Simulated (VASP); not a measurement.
# Ge (Fd-3m) in VASP: further runs

Runs on Ge. Level: r2SCAN. Tasks: single point.

All numbers are computed with VASP 6.6.1; they aren't measurements. Logs are shortened: lines on timing, memory, paths and dates and some standing lists are left out, and cuts for length are marked.

## 1. The cell of the first run

The structure is cubic, space group Fd-3m (No. 227). Conventional cell: a = 5.675 Å, b = 5.675 Å, c = 5.675 Å, α = 90.00°, β = 90.00°, γ = 90.00°. Within 3.2 Å of Ge (site symmetry -43m) lie 4 Ge at 2.46 Å.

## 2. Single point, r2SCAN

Input file POSCAR:

```
Ge
1.0
    0.0000000000      2.8376381883      2.8376381883
    2.8376381883      0.0000000000      2.8376381883
    2.8376381883      2.8376381883      0.0000000000
Ge
2
Direct
   -0.1250000000     -0.1250000000     -0.1250000000
    0.1250000000      0.1250000000      0.1250000000
```

Input file INCAR.step1:

```
PREC = Accurate
ENCUT = 520
ISMEAR = -1
SIGMA = 0.08
LREAL = False
LASPH = True
NELM = 60
NBANDS = 21
GGA = PE
ALGO = Normal
EDIFF = 1E-4
LWAVE = True
LCHARG = False
```

Input file INCAR.step2:

```
PREC = Accurate
ENCUT = 520
EDIFF = 1E-6
ISMEAR = -1
SIGMA = 0.08
LREAL = False
LASPH = True
NELM = 60
ALGO = Normal
ISIF = 2
LWAVE = False
LCHARG = True
METAGGA = R2SCAN
LMIXTAU = True
LELF = True
LVHAR = True
NBANDS = 21
ISTART = 1
```

Input file KPOINTS:

```
regular mesh
0
Gamma
  12 12 12
```

Potentials or basis: VASP PAW PBE potentials, release 64 (Ge_d).

Run with:

```bash
> cat potpaw_PBE.64/Ge_d/POTCAR > POTCAR
> cp INCAR.step1 INCAR
> mpirun -np 1 vasp_std > vasp.out
> cp INCAR.step2 INCAR
> mpirun -np 1 vasp_std > vasp.out
```

OUTCAR:

```text
PREC = Accurate
   ENCUT = 520
   EDIFF = 1E-6
   ISMEAR = -1
   LREAL = False
   LASPH = True
   NELM = 60
   ISIF = 2
   METAGGA = R2SCAN
   ISTART = 1

 ion  position               nearest neighbor table
   1  0.875  0.875  0.875-   2 2.46   2 2.46   2 2.46   2 2.46
   2  0.125  0.125  0.125-   1 2.46   1 2.46   1 2.46   1 2.46

  LATTYP: Found a face centered cubic cell.
 ALAT       =     5.6752763766

  Lattice vectors:

 A1 = (   0.0000000000,   2.8376381883,   2.8376381883)
 A2 = (   2.8376381883,   0.0000000000,   2.8376381883)
 A3 = (   2.8376381883,   2.8376381883,   0.0000000000)

Analysis of symmetry for initial positions (statically):
=====================================================================
 Subroutine PRICEL returns:
 Original cell was already a primitive cell.

 Routine SETGRP: Setting up the symmetry group for a
 face centered cubic supercell.

 Subroutine GETGRP returns: Found 48 space group operations
 (whereof 12 operations were pure point group operations)
 out of a pool of 48 trial point group operations.

The static configuration has the point symmetry D_3d.
 The point group associated with its full space group is O_h .

Analysis of symmetry for dynamics (positions and initial velocities):
=====================================================================
 Subroutine PRICEL returns:
 Original cell was already a primitive cell.

 Routine SETGRP: Setting up the symmetry group for a
 face centered cubic supercell.

 Subroutine GETGRP returns: Found 48 space group operations
 (whereof 12 operations were pure point group operations)
 out of a pool of 48 trial point group operations.

The dynamic configuration has the point symmetry D_3d.
 The point group associated with its full space group is O_h .

 Subroutine INISYM returns: Found 48 space group operations
 (whereof 12 operations are pure point group operations),
 and found     1 'primitive' translations

----------------------------------------------------------------------------------------

                                     Primitive cell

  volume of cell :      45.6984

  direct lattice vectors                    reciprocal lattice vectors
     0.000000000  2.837638188  2.837638188    -0.176202873  0.176202873  0.176202873
     2.837638188  0.000000000  2.837638188     0.176202873 -0.176202873  0.176202873
     2.837638188  2.837638188  0.000000000     0.176202873  0.176202873 -0.176202873

  length of vectors
     4.013026411  4.013026411  4.013026411     0.305192328  0.305192328  0.305192328

  position of ions in fractional coordinates (direct lattice)
     0.875000000  0.875000000  0.875000000
     0.125000000  0.125000000  0.125000000

  ion indices of the primitive-cell ions
   primitive index   ion index
                 1           1
                 2           2

----------------------------------------------------------------------------------------

 KPOINTS: regular mesh

Automatic generation of k-mesh.
 Grid dimensions read from file:
 generate k-points for:   12   12   12

 Generating k-lattice:

  Cartesian coordinates                     Fractional coordinates (reciprocal lattice)
    -0.014683573  0.014683573  0.014683573     0.083333333  0.000000000  0.000000000
     0.014683573 -0.014683573  0.014683573     0.000000000  0.083333333  0.000000000
     0.014683573  0.014683573 -0.014683573     0.000000000  0.000000000  0.083333333

  Length of vectors
     0.025432694  0.025432694  0.025432694

  Shift w.r.t. Gamma in fractional coordinates (k-lattice)
     0.000000000  0.000000000  0.000000000

 Subroutine IBZKPT returns following result:
 ===========================================

 Found     72 irreducible k-points:

 Following reciprocal coordinates:
            Coordinates               Weight
  0.000000  0.000000  0.000000      1.000000
  0.083333  0.000000  0.000000      8.000000
  0.166667  0.000000  0.000000      8.000000
  0.250000  0.000000  0.000000      8.000000
  0.333333  0.000000  0.000000      8.000000
  0.416667  0.000000  0.000000      8.000000
[... 16 lines left out ...]
  0.500000  0.166667  0.000000     24.000000
 -0.416667  0.166667  0.000000     24.000000
 [... further k-points ...]
   k-points           NKPTS =     72   k-points in BZ     NKDIM =     72   number of bands    NBANDS=     21
   number of dos      NEDOS =    301   number of ions     NIONS =      2
   total plane-waves  NPLWV =  27000
   dimension x,y,z NGX =    30 NGY =   30 NGZ =   30
   dimension x,y,z NGXF=    60 NGYF=   60 NGZF=   60
   ions per type =               2
   NGX,Y,Z   is equivalent  to a cutoff of  12.43, 12.43, 12.43 a.u.
   NGXF,Y,Z  is equivalent  to a cutoff of  24.86, 24.86, 24.86 a.u.
 SYSTEM =  unknown system
   PREC   = accura    normal or accurate (medium, high low for compatibility)
   ISTART =      1    job   : 0-new  1-cont  2-samecut
   ICHARG =      0    charge: 1-file 2-atom 10-const
   ISPIN  =      1    spin polarized calculation?
   LNONCOLLINEAR =      F non collinear calculations
   LSORBIT =      F    spin-orbit coupling
   LASPH  =      T    aspherical Exc in radial PAW
   ENCUT  =  520.0 eV  38.22 Ry    6.18 a.u.   7.46  7.46  7.46*2*pi/ulx,y,z
   NELM   =     60;   NELMIN=  2; NELMDL=  0     # of ELM steps
   EDIFF  = 0.1E-05   stopping-criterion for ELM
   LREAL  =      F    real-space projection
   EDIFFG = 0.1E-04   stopping-criterion for IOM
   NSW    =      0    number of steps for IOM
   IBRION =     -1    ionic relax: 0-MD 1-quasi-New 2-CG
   NFREE  =      0    steps in history (QN), initial steepest desc. (CG)
   ISIF   =      2    stress and relaxation
   ISYM   =      2    0-nonsym 1-usesym 2-fastsym
   POTIM  = 0.5000    time-step for ionic-motion
   TEBEG  =    0.0;   TEEND  =   0.0 temperature during run
   PSTRESS=    0.0 pullay stress
   NELECT =      28.0000    total number of electrons
   NUPDOWN=      -1.0000    fix difference up-down
   EMIN   =  10.00;   EMAX   =-10.00  energy-range for DOS
   EFERMI =   0.00;   METHOD = LEGACY
   ISMEAR =    -1;   SIGMA  =   0.08  broadening in eV -4-tet -1-fermi 0-gaus
   EFERMI_NEDOS =   21; number of points for ismear=-14 and -15
   IALGO  =     38    algorithm
   IMIX   =      4    mixing-type and parameters
     AMIX     =   0.40;   BMIX     =  1.00
     AMIX_MAG =   1.60;   BMIX_MAG =  1.00
  volume/ion in A,a.u.               =      22.85       154.19
  Fermi-wavevector in a.u.,A,eV,Ry     =   1.390466  2.627600 26.305459  1.933397
  Thomas-Fermi vector in A             =   2.514399
   LORBIT       =      0    0 simple, 1 ext, 2 COOP (PROOUT), +10 PAW based schemes
   METAGGA = R2SCAN    functional components
   LHFCALC =     F    Hartree Fock is set to
   AEXX    =    0.0000 exact exchange contribution
   IVDW    =     0    specifies the selected vdW correction
   LEPSILON=     F    determine dielectric tensor
   LRPA    =     F    only Hartree local field effects (RPA)
 non-spin polarized calculation
  energy-cutoff  :      520.00
  volume of cell :       45.70
 maximum number of plane-waves:      1248
 NGX is ok and might be reduce to    30
   NGX = 15   NGY = 15   NGZ = 15

 number of electron      27.9999978 magnetization

 Free energy of the ion-electron system (eV)
  ---------------------------------------------------
  ext. energy  EPLUGINS =         0.00000000
  ---------------------------------------------------
  free energy    TOTEN  =       -27.74475494 eV

  energy without entropy =      -27.74426453  energy(sigma->0) =      -27.74450974

 E-fermi :   4.8922     XC(G=0): -10.7714

 val. band max:        4.7100102767   @ k =   0.0000   0.0000   0.0000
 cond. band min:       5.0251849660   @ k =   0.0000   0.0000   0.0000
 fundamental gap:      0.3151746893
 Fermi energy:         4.8922468032

 k-point     1 :       0.0000    0.0000    0.0000
  band No.  band energies     occupation
      1     -20.7711      2.00000
      2     -20.7711      2.00000
      3     -20.7710      2.00000
      4     -20.7324      2.00000
      5     -20.7324      2.00000
      6     -20.5199      2.00000
[... 13 lines left out ...]
     20      14.6229      0.00000
     21      14.6230      0.00000

 k-point     2 :       0.0833    0.0000    0.0000
  band No.  band energies     occupation
      1     -20.7754      2.00000
      2     -20.7753      2.00000
      3     -20.7699      2.00000
      4     -20.7265      2.00000
      5     -20.7265      2.00000
      6     -20.5253      2.00000
[... 13 lines left out ...]
     20      14.0824      0.00000
     21      14.0824      0.00000

 k-point     3 :       0.1667    0.0000    0.0000
  band No.  band energies     occupation
      1     -20.7831      2.00000
      2     -20.7830      2.00000
      3     -20.7667      2.00000
      4     -20.7146      2.00000
      5     -20.7146      2.00000
      6     -20.5347      2.00000
[... 13 lines left out ...]
     20      13.5220      0.00000
     21      13.5220      0.00000

 k-point     4 :       0.2500    0.0000    0.0000
  band No.  band energies     occupation
      1     -20.7895      2.00000
      2     -20.7895      2.00000
      3     -20.7623      2.00000
      4     -20.7031      2.00000
      5     -20.7031      2.00000
      6     -20.5428      2.00000
[... 13 lines left out ...]
     20      13.5059      0.00000
     21      13.5059      0.00000

 k-point     5 :       0.3333    0.0000    0.0000
  band No.  band energies     occupation
      1     -20.7934      2.00000
      2     -20.7934      2.00000
      3     -20.7578      2.00000
      4     -20.6949      2.00000
      5     -20.6949      2.00000
      6     -20.5478      2.00000
[... 13 lines left out ...]
     20      14.1727      0.00000
     21      14.1727      0.00000
[... 382 lines left out ...]
     20      15.0359      0.00000
     21      15.5084      0.00000

 k-point    22 :       0.4167    0.1667    0.0000
  band No.  band energies     occupation
      1     -20.8087      2.00000
      2     -20.7958      2.00000
      3     -20.7472      2.00000
      4     -20.6845      2.00000
      5     -20.6637      2.00000
      6     -20.5976      2.00000
[... 13 lines left out ...]
     20      15.4862      0.00000
     21      16.4440      0.00000

 k-point    23 :       0.5000    0.1667    0.0000
  band No.  band energies     occupation
      1     -20.8128      2.00000
      2     -20.7994      2.00000
      3     -20.7362      2.00000
      4     -20.6755      2.00000
      5     -20.6674      2.00000
      6     -20.5904      2.00000
[... 13 lines left out ...]
     20      16.3804      0.00000
     21      16.5466      0.00000

 k-point    24 :      -0.4167    0.1667    0.0000
  band No.  band energies     occupation
      1     -20.8130      2.00000
      2     -20.8019      2.00000
      3     -20.7305      2.00000
      4     -20.6767      2.00000
      5     -20.6689      2.00000
      6     -20.5767      2.00000
[... 13 lines left out ...]
     20      14.9088      0.00000
     21      15.6956      0.00000

 [... further k-points ...]

------------------------ aborting loop because EDIFF is reached ----------------------------------------

  FORCE on cell =-STRESS in cart. coord.  units (eV):
  Direction    XX          YY          ZZ          XY          YZ          ZX
  --------------------------------------------------------------------------------------
  -------------------------------------------------------------------------------------
  Total        0.0165405      0.0165405      0.0165405      0.0000000      0.0000000     -0.0000000
  in kB        0.5799074      0.5799074      0.5799074      0.0000000      0.0000000     -0.0000000
  external PRESSURE =       0.5799074 kB  Pullay stress =       0.0000000 kB

 VOLUME and BASIS-vectors are now :
 -----------------------------------------------------------------------------
  energy-cutoff  :      520.00
  volume of cell :       45.70
      direct lattice vectors                 reciprocal lattice vectors
     0.000000000  2.837638188  2.837638188    -0.176202873  0.176202873  0.176202873
     2.837638188  0.000000000  2.837638188     0.176202873 -0.176202873  0.176202873
     2.837638188  2.837638188  0.000000000     0.176202873  0.176202873 -0.176202873

 POSITION                                       TOTAL-FORCE (eV/Angst)
 -----------------------------------------------------------------------------------
      4.96587      4.96587      4.96587        -0.000000      0.000000      0.000000
      0.70941      0.70941      0.70941         0.000000     -0.000000     -0.000000
 -----------------------------------------------------------------------------------
    total drift:                               -0.000000      0.000000      0.000000

  FREE ENERGIE OF THE ION-ELECTRON SYSTEM (eV)
  ---------------------------------------------------
  free  energy   TOTEN  =       -27.7447549435 eV

  energy  without entropy=      -27.7442645337  energy(sigma->0) =      -27.74450974
```

Wall time 2.6 min (1 thread of Intel Xeon Platinum 8488C (Sapphire Rapids), shared host); peak memory 0.2 GiB.

What came out:

- Free energy: -27.7448 eV
- Pressure: 0.1 GPa
- Band gap on the k mesh: 0.32 eV

Levels at points of the mesh, in eV from the valence-band top:
| k point | band 12 | band 13 | band 14 | band 15 | band 16 | band 17 |
| --- | --- | --- | --- | --- | --- | --- |
| (0.00, 0.00, 0.00) | 0.00 | 0.00 | 0.00 | 0.32 | 2.71 | 2.71 |
| (0.50, 0.00, 0.00) | -7.82 | -1.47 | -1.47 | 0.41 | 3.99 | 3.99 |
| (0.50, 0.50, 0.00) | -9.18 | -3.19 | -3.19 | 0.98 | 0.98 | 10.03 |

Caveat: the PAW data sets were made with another functional, which shifts forces and pressure a little. A k mesh can miss the band edges.

## 3. Single point, r2SCAN (22.85 Å³/atom)

POSCAR is that of step 2.

Input file INCAR.step1:

```
SYSTEM = Ge
ALGO = Normal
EDIFF = 1E-4
ENCUT = 520
GGA = PE
ISMEAR = -1
LASPH = .TRUE.
LCHARG = .FALSE.
LREAL = .FALSE.
LWAVE = .TRUE.
NBANDS = 21
NELM = 60
PREC = Accurate
SIGMA = 0.08
```

Input file INCAR.step2:

```
SYSTEM = Ge
ALGO = Normal
EDIFF = 1E-7
ENCUT = 520
ISIF = 2
ISMEAR = -1
ISTART = 1
LASPH = .TRUE.
LCHARG = .FALSE.
LMIXTAU = .TRUE.
LREAL = .FALSE.
LWAVE = .FALSE.
METAGGA = R2SCAN
NBANDS = 21
NELM = 60
PREC = Accurate
SIGMA = 0.08
```

Input file KPOINTS:

```
k-points
0
G
  12 12 12
  0 0 0
```

Potentials or basis: VASP PAW PBE potentials, release 64 (Ge_d).

Run with:

```bash
> cat potpaw_PBE.64/Ge_d/POTCAR > POTCAR
> cp INCAR.step1 INCAR
> mpirun -np 1 vasp_std > vasp.out
> cp INCAR.step2 INCAR
> mpirun -np 1 vasp_std > vasp.out
```

Run time: 3 min. Hardware: 1 thread of Intel Xeon Platinum 8488C (Sapphire Rapids), shared host; peak memory 0.2 GiB.

The run converged. Its results:

```
Free energy            : -27.7448 eV
Pressure               : 0.0 GPa
Band gap on the k mesh : 0.32 eV
```

Levels at points of the mesh, in eV from the valence-band top:
```tsv
k point	band 11	band 12	band 13	band 14	band 15	band 16	band 17	band 18
(0.00, 0.00, 0.00)	-13.23	0.00	0.00	0.00	0.32	2.71	2.71	2.71
(0.50, 0.00, 0.00)	-11.06	-7.82	-1.47	-1.47	0.41	3.99	3.99	7.65
(0.50, 0.50, 0.00)	-9.18	-9.18	-3.19	-3.19	0.98	0.98	10.03	10.03
```

Caveat: the PAW data sets were made with another functional, which shifts forces and pressure a little. A k mesh can miss the band edges.
